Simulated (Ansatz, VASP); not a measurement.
## HfB2: VASP beside Ansatz

INCAR

```
PREC = Accurate
ENCUT = 520
EDIFF = 1E-6
ISMEAR = -1
SIGMA = 0.1
LREAL = False
LASPH = True
NELM = 100
ALGO = Normal
ISIF = 2
LWAVE = False
LCHARG = True
GGA = PE
LELF = True
LVHAR = True
NBANDS = 15
```

Contents of KPOINTS:

```
Automatic mesh
0
Gamma
  11 11 8
```

The input POSCAR:

```
HfB2
1.0
    3.1813205280      0.0000000000      0.0000000000
   -1.5906602640      2.7551046300      0.0000000000
    0.0000000000      0.0000000000      3.5257947253
Hf B
1 2
Direct
    0.0000000000      0.0000000000      0.0000000000
    0.3333333333      0.6666666667      0.5000000000
    0.6666666667      0.3333333333      0.5000000000
```

Input for Ansatz:

```yaml
crystal:
  lattice:
    - [3.1813205279953567, 0.0, 0.0]
    - [-1.5906602639976783, 2.7551046299962847, 0.0]
    - [0.0, 0.0, 3.5257947252942166]
  atoms:
    - { symbol: Hf, position: [0.0, 0.0, 0.0] }
    - { symbol: B, position: [0.3333333333333333, 0.6666666666666666, 0.5] }
    - { symbol: B, position: [0.6666666666666666, 0.3333333333333333, 0.5] }
basis:
  ecutwfc: 571.4391111657479
kpoints:
  mp_grid:
    grid: [11, 11, 8]
hamiltonian:
  xc: pbe
scf:
  occupations:
    method: fermi_dirac
    width: 0.1
output:
  stress: true
```

Alike in both runs: task single point; functional PBE; k mesh 11 × 11 × 8; occupations fermi-dirac, width 0.1 eV; no spin polarisation.

|  | VASP | Ansatz |
| --- | --- | --- |
| version | VASP 6.6.1 | Ansatz 0.2.0 |
| potentials or method | VASP PAW PBE potentials, release 64 (Hf_pv, B), cutoff 520 eV | plane waves, PAW |
| valence electrons in the cell | 16 | 32 |

```tsv
	VASP	Ansatz	Ansatz less VASP
pressure (GPa)	-8.4	-7.9	+0.46
traceless stress, the component that is largest in VASP (GPa)	0.96	0.86	-0.102
```

With one functional, cell and mesh, what is left measures potentials, basis and numerics. VASP's potentials hold 16 valence electrons a cell and Ansatz's 32, so a difference there can come from the potentials and not from the codes.

Neither program's run includes spin-orbit coupling.
